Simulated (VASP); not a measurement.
Set up this calculation in VASP 6.6.1, as the native input.

* Task: single point
* Functional: PBE
* Potentials or basis: VASP PAW PBE potentials, release 64 (Cd)
* Cutoff: 520 eV
* k mesh: 12 × 12 × 12
* Occupations: fermi-dirac, width 0.08 eV
* Spin: no spin polarisation
* Dipole correction: no
* Further INCAR settings: ALGO = Normal; EDIFF = 1e-06; NBANDS = 19

The structure of Cd lies in POSCAR:

```
Cd
1.0
    0.0000000000      3.1549533050      3.1549533050
    3.1549533050      0.0000000000      3.1549533050
    3.1549533050      3.1549533050      0.0000000000
Cd
2
Direct
   -0.1250000000     -0.1250000000     -0.1250000000
    0.1250000000      0.1250000000      0.1250000000
```

This isn't the form of Cd at room conditions, which is hcp.

The input as run:

INCAR

```
PREC = Accurate
ENCUT = 520
EDIFF = 1E-6
ISMEAR = -1
SIGMA = 0.08
LREAL = F
LASPH = T
NELM = 60
ALGO = Normal
ISIF = 2
LWAVE = F
LCHARG = T
GGA = PE
LELF = T
LVHAR = T
NBANDS = 19
```

KPOINTS

```
regular mesh
0
Gamma
  12 12 12
```

Potentials or basis: VASP PAW PBE potentials, release 64 (Cd).

The run is started by

```console
$ cat potpaw_PBE.64/Cd/POTCAR > POTCAR
$ mpirun -np 1 vasp_std > vasp.out
```

It gave:

```
Pressure               : 4.7 GPa
Band gap on the k mesh : zero (bands 12 and 13 overlap by 5.66 eV)
```

Caveat: the cell stands under pressure.

Wall time 68 s on 1 thread of Intel(R) Xeon(R) Platinum 8259CL CPU @ 2.50GHz (Skylake/Cascade Lake) (shared host), peak memory 0.24 GiB.
